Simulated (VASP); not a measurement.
# Pt (P6_3/mmc) in VASP: a series of runs

Runs on Pt. Level: PBEsol. Tasks: single point, relaxation of shape and atoms at fixed volume.

All numbers are computed with VASP 6.6.1; they aren't measurements. Logs are shortened: lines on timing, memory, paths and dates and some standing lists are left out, and cuts for length are marked.

## Step 1: The cell of the first run

The structure is hexagonal, space group P6_3/mmc (No. 194). Conventional cell: a = 2.891 Å, b = 2.891 Å, c = 4.588 Å, α = 90.00°, β = 90.00°, γ = 120.00°. Within 3.7 Å of Pt (site symmetry -6m2) lie 12 Pt at 2.84 to 2.89 Å.

This isn't the form of Pt at room conditions, which is fcc.

## Step 2: Single point, PBEsol (strained)

Contents of INCAR:

```
PREC = Accurate ; ENCUT = 520
EDIFF = 1E-7 ; ISMEAR = 0
SIGMA = 0.1 ; LREAL = False
LASPH = True ; NELM = 100
ALGO = Fast ; ISIF = 2
LWAVE = False ; LCHARG = True
GGA = PS ; LELF = True
LVHAR = True ; NBANDS = 17
```

Contents of KPOINTS:

```
regular mesh
0
Gamma
  18 18 10
```

Contents of POSCAR:

```
Pt
1.0
    2.8914383460      0.0000000000      0.0000000000
   -1.4457191730      2.5040590611      0.0000000000
    0.0000000000      0.0000000000      4.5878453276
Pt
2
Direct
    0.6666666700      0.3333333300      0.7500000000
    0.3333333300      0.6666666700      0.2500000000
```

Potentials or basis: VASP PAW PBE potentials, release 64 (Pt).

Started as:

```bash
$ cat potpaw_PBE.64/Pt/POTCAR > POTCAR
$ mpirun -np 1 vasp_std > vasp.out
```

OUTCAR:

```text
PREC = Accurate
   ENCUT = 520
   EDIFF = 1E-7
   ISMEAR = 0
   LREAL = False
   LASPH = True
   NELM = 100
   ISIF = 2
   GGA = PS

 ion  position               nearest neighbor table
   1  0.667  0.333  0.750-   2 2.84   2 2.84   2 2.84   2 2.84   2 2.84   2 2.84
   2  0.333  0.667  0.250-   1 2.84   1 2.84   1 2.84   1 2.84   1 2.84   1 2.84

  LATTYP: Found a hexagonal cell.
 ALAT       =     2.8914383460
 C/A-ratio  =     1.5867000360

  Lattice vectors:

 A1 = (   2.8914383460,   0.0000000000,   0.0000000000)
 A2 = (  -1.4457191730,   2.5040590611,   0.0000000000)
 A3 = (   0.0000000000,   0.0000000000,   4.5878453276)

Analysis of symmetry for initial positions (statically):
=====================================================================
 Subroutine PRICEL returns:
 Original cell was already a primitive cell.

 Routine SETGRP: Setting up the symmetry group for a
 hexagonal supercell.

 Subroutine GETGRP returns: Found 24 space group operations
 (whereof 12 operations were pure point group operations)
 out of a pool of 24 trial point group operations.

The static configuration has the point symmetry D_3d.
 The point group associated with its full space group is D_6h.

Analysis of symmetry for dynamics (positions and initial velocities):
=====================================================================
 Subroutine PRICEL returns:
 Original cell was already a primitive cell.

 Routine SETGRP: Setting up the symmetry group for a
 hexagonal supercell.

 Subroutine GETGRP returns: Found 24 space group operations
 (whereof 12 operations were pure point group operations)
 out of a pool of 24 trial point group operations.

The dynamic configuration has the point symmetry D_3d.
 The point group associated with its full space group is D_6h.

 Subroutine INISYM returns: Found 24 space group operations
 (whereof 12 operations are pure point group operations),
 and found     1 'primitive' translations

----------------------------------------------------------------------------------------

                                     Primitive cell

  volume of cell :      33.2175

  direct lattice vectors                    reciprocal lattice vectors
     2.891438346  0.000000000  0.000000000     0.345848633  0.199675801  0.000000000
    -1.445719173  2.504059061  0.000000000     0.000000000  0.399351603  0.000000000
     0.000000000  0.000000000  4.587845328     0.000000000  0.000000000  0.217967244

  length of vectors
     2.891438346  2.891438346  4.587845328     0.399351603  0.399351603  0.217967244

  position of ions in fractional coordinates (direct lattice)
     0.666666670  0.333333330  0.750000000
     0.333333330  0.666666670  0.250000000

  ion indices of the primitive-cell ions
   primitive index   ion index
                 1           1
                 2           2

----------------------------------------------------------------------------------------

 KPOINTS: regular mesh

Automatic generation of k-mesh.
 Grid dimensions read from file:
 generate k-points for:   18   18   10

 Generating k-lattice:

  Cartesian coordinates                     Fractional coordinates (reciprocal lattice)
     0.019213813  0.011093100  0.000000000     0.055555556 -0.000000000  0.000000000
     0.000000000  0.022186200  0.000000000     0.000000000  0.055555556  0.000000000
     0.000000000  0.000000000  0.021796724     0.000000000  0.000000000  0.100000000

  Length of vectors
     0.022186200  0.022186200  0.021796724

  Shift w.r.t. Gamma in fractional coordinates (k-lattice)
     0.000000000  0.000000000  0.000000000

 Subroutine IBZKPT returns following result:
 ===========================================

 Found    222 irreducible k-points:

 Following reciprocal coordinates:
            Coordinates               Weight
  0.000000  0.000000  0.000000      1.000000
  0.055556  0.000000  0.000000      6.000000
  0.111111  0.000000  0.000000      6.000000
  0.166667  0.000000  0.000000      6.000000
  0.222222  0.000000  0.000000      6.000000
  0.277778  0.000000  0.000000      6.000000
[... 16 lines left out ...]
  0.333333  0.111111  0.000000     12.000000
  0.388889  0.111111  0.000000     12.000000
 [... further k-points ...]
   k-points           NKPTS =    222   k-points in BZ     NKDIM =    222   number of bands    NBANDS=     17
   number of dos      NEDOS =    301   number of ions     NIONS =      2
   total plane-waves  NPLWV =  20736
   dimension x,y,z NGX =    24 NGY =   24 NGZ =   36
   dimension x,y,z NGXF=    48 NGYF=   48 NGZF=   72
   ions per type =               2
   NGX,Y,Z   is equivalent  to a cutoff of  13.80, 13.80, 13.05 a.u.
   NGXF,Y,Z  is equivalent  to a cutoff of  27.60, 27.60, 26.09 a.u.
 SYSTEM =  unknown system
   PREC   = accura    normal or accurate (medium, high low for compatibility)
   ISTART =      0    job   : 0-new  1-cont  2-samecut
   ICHARG =      2    charge: 1-file 2-atom 10-const
   ISPIN  =      1    spin polarized calculation?
   LNONCOLLINEAR =      F non collinear calculations
   LSORBIT =      F    spin-orbit coupling
   LASPH  =      T    aspherical Exc in radial PAW
   ENCUT  =  520.0 eV  38.22 Ry    6.18 a.u.   5.38  5.38  8.53*2*pi/ulx,y,z
   NELM   =    100;   NELMIN=  2; NELMDL= -5     # of ELM steps
   EDIFF  = 0.1E-06   stopping-criterion for ELM
   LREAL  =      F    real-space projection
   EDIFFG = 0.1E-05   stopping-criterion for IOM
   NSW    =      0    number of steps for IOM
   IBRION =     -1    ionic relax: 0-MD 1-quasi-New 2-CG
   NFREE  =      0    steps in history (QN), initial steepest desc. (CG)
   ISIF   =      2    stress and relaxation
   ISYM   =      2    0-nonsym 1-usesym 2-fastsym
   POTIM  = 0.5000    time-step for ionic-motion
   TEBEG  =    0.0;   TEEND  =   0.0 temperature during run
   PSTRESS=    0.0 pullay stress
   NELECT =      20.0000    total number of electrons
   NUPDOWN=      -1.0000    fix difference up-down
   EMIN   =  10.00;   EMAX   =-10.00  energy-range for DOS
   EFERMI =   0.00;   METHOD = LEGACY
   ISMEAR =     0;   SIGMA  =   0.10  broadening in eV -4-tet -1-fermi 0-gaus
   EFERMI_NEDOS =   21; number of points for ismear=-14 and -15
   IALGO  =     68    algorithm
   IMIX   =      4    mixing-type and parameters
     AMIX     =   0.40;   BMIX     =  1.00
     AMIX_MAG =   1.60;   BMIX_MAG =  1.00
  volume/ion in A,a.u.               =      16.61       112.08
  Fermi-wavevector in a.u.,A,eV,Ry     =   1.382385  2.612329 26.000581  1.910989
  Thomas-Fermi vector in A             =   2.507081
   LORBIT       =      0    0 simple, 1 ext, 2 COOP (PROOUT), +10 PAW based schemes
   GGA     = PS    functional components
   LHFCALC =     F    Hartree Fock is set to
   AEXX    =    0.0000 exact exchange contribution
   IVDW    =     0    specifies the selected vdW correction
   LEPSILON=     F    determine dielectric tensor
   LRPA    =     F    only Hartree local field effects (RPA)
 non-spin polarized calculation
 RMM-DIIS sequential band-by-band and
 Gauss-broadening in eV      SIGMA  =   0.10
  energy-cutoff  :      520.00
  volume of cell :       33.22
 maximum number of plane-waves:       918
 NGX is ok and might be reduce to    24
   NGX = 11   NGY = 11   NGZ = 17

 number of electron      20.0000000 magnetization

 Free energy of the ion-electron system (eV)
  ---------------------------------------------------
  ext. energy  EPLUGINS =         0.00000000
  ---------------------------------------------------
  free energy    TOTEN  =       -13.53102717 eV

  energy without entropy =      -13.50305803  energy(sigma->0) =      -13.51704260

 E-fermi :   9.3378     XC(G=0): -13.0602

 val. band max:        9.3356933534   @ k =   0.2778   0.2778   0.1000
 cond. band min:       9.3377951640   @ k =   0.3333   0.2222   0.1000
 fundamental gap:      0.0021018106
 Fermi energy:         9.3377501742

 k-point     1 :       0.0000    0.0000    0.0000
  band No.  band energies     occupation
      1       0.0825      2.00000
      2       3.0024      2.00000
      3       6.2214      2.00000
      4       6.2214      2.00000
      5       6.2867      2.00000
      6       6.6966      2.00000
[... 9 lines left out ...]
     16      26.7341      0.00000
     17      28.4610      0.00000

 k-point     2 :       0.0556    0.0000    0.0000
  band No.  band energies     occupation
      1       0.1806      2.00000
      2       3.0834      2.00000
      3       6.0304      2.00000
      4       6.2929      2.00000
      5       6.4639      2.00000
      6       6.6565      2.00000
[... 9 lines left out ...]
     16      26.7211      0.00000
     17      27.9338      0.00000

 k-point     3 :       0.1111    0.0000    0.0000
  band No.  band energies     occupation
      1       0.4691      2.00000
      2       3.3112      2.00000
      3       5.7889      2.00000
      4       6.5039      2.00000
      5       6.5215      2.00000
      6       6.7144      2.00000
[... 9 lines left out ...]
     16      26.7322      0.00000
     17      26.8107      0.00000

 k-point     4 :       0.1667    0.0000    0.0000
  band No.  band energies     occupation
      1       0.9281      2.00000
      2       3.6297      2.00000
      3       5.5602      2.00000
      4       6.1998      2.00000
      5       6.3737      2.00000
      6       6.7198      2.00000
[... 9 lines left out ...]
     16      26.0310      0.00000
     17      26.8203      0.00000
[... 343 lines left out ...]
      1       3.0225      2.00000
      2       4.1230      2.00000
      3       4.6116      2.00000
      4       5.4369      2.00000
      5       5.9794      2.00000
      6       6.4786      2.00000
[... 9 lines left out ...]
     16      24.2847      0.00000
     17      24.3224      0.00000

 k-point    23 :       0.3333    0.1111    0.0000
  band No.  band energies     occupation
      1       3.4453      2.00000
      2       3.9690      2.00000
      3       4.3242      2.00000
      4       5.7752      2.00000
      5       5.9034      2.00000
      6       6.6200      2.00000
[... 9 lines left out ...]
     16      22.3844      0.00000
     17      23.7253      0.00000

 k-point    24 :       0.3889    0.1111    0.0000
  band No.  band energies     occupation
      1       3.6548      2.00000
      2       3.8551      2.00000
      3       4.1487      2.00000
      4       5.8655      2.00000
      5       6.1262      2.00000
      6       6.5091      2.00000
[... 9 lines left out ...]
     16      20.9023      0.00000
     17      23.2267      0.00000

 [... further k-points ...]

------------------------ aborting loop because EDIFF is reached ----------------------------------------

  FORCE on cell =-STRESS in cart. coord.  units (eV):
  Direction    XX          YY          ZZ          XY          YZ          ZX
  --------------------------------------------------------------------------------------
  -------------------------------------------------------------------------------------
  Total       -4.7138337     -4.7138337     -3.2649536      0.0000000     -0.0000000      0.0000000
  in kB     -227.3618350   -227.3618350   -157.4781568      0.0000000     -0.0000000      0.0000000
  external PRESSURE =    -204.0672756 kB  Pullay stress =       0.0000000 kB

 VOLUME and BASIS-vectors are now :
 -----------------------------------------------------------------------------
  energy-cutoff  :      520.00
  volume of cell :       33.22
      direct lattice vectors                 reciprocal lattice vectors
     2.891438346  0.000000000  0.000000000     0.345848633  0.199675801  0.000000000
    -1.445719173  2.504059061  0.000000000     0.000000000  0.399351603  0.000000000
     0.000000000  0.000000000  4.587845328     0.000000000  0.000000000  0.217967244

 POSITION                                       TOTAL-FORCE (eV/Angst)
 -----------------------------------------------------------------------------------
      1.44572      0.83469      3.44088         0.000000      0.000000      0.000000
     -0.00000      1.66937      1.14696        -0.000000      0.000000      0.000000
 -----------------------------------------------------------------------------------
    total drift:                               -0.000001      0.000001     -0.000000

  FREE ENERGIE OF THE ION-ELECTRON SYSTEM (eV)
  ---------------------------------------------------
  free  energy   TOTEN  =       -13.5310271749 eV

  energy  without entropy=      -13.5030580311  energy(sigma->0) =      -13.51704260
```

Run time: 2.8 min. Hardware: 1 thread of Intel Xeon 8259CL, shared host; peak memory 0.24 GiB.

What came out:

```
Free energy            : -13.5310 eV
Pressure               : -20.4 GPa
Band gap on the k mesh : zero (bands 10 and 11 overlap by 1.04 eV)
```

Caveat: the cell differs from its parent crystal (strained); the stress differs along the axes, from -23 to -16 GPa; the PAW data sets were made with another functional, which shifts forces and pressure a little; spin-orbit coupling is left out, which moves the levels of the heavy elements.

(Part 1 of 2 ends here.)
